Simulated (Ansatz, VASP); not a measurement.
**One calculation of HgTe, two programs**

```
Hg Te
1.0
     0.00000    3.31622    3.31622
     3.31622    0.00000    3.31622
     3.31622    3.31622    0.00000
Hg Te
1 1
Direct
  0.00000 0.00000 0.00000
  0.25000 0.25000 0.25000
```

Alike in both runs: task single point; functional r2SCAN; k mesh 10 × 10 × 10; occupations gaussian, width 0.05 eV; no spin polarisation.

|  | VASP | Ansatz |
| --- | --- | --- |
| version | VASP 6.6.1 | Ansatz 0.2.0 |
| potentials or method | VASP PAW PBE potentials, release 64 (Hg, Te), cutoff 520 eV | scalar-relativistic, plane waves, PAW |
| valence electrons in the cell | 18 | 36 |

|  | VASP | Ansatz | Ansatz less VASP |
| --- | --- | --- | --- |
| gap on the k mesh at the Fermi level (eV) | none | none | - |
| pressure (GPa) | -1.0 | -1.0 | -0.05 |

VASP's potentials were made for PBE, not for r2SCAN. A gap of «none» marks a metal or a gap that the smearing closes. With one functional, cell and mesh, what is left measures potentials, basis and numerics. VASP's potentials hold 18 valence electrons a cell and Ansatz's 36, so a difference there can come from the potentials and not from the codes.

Spin-orbit coupling is off throughout.
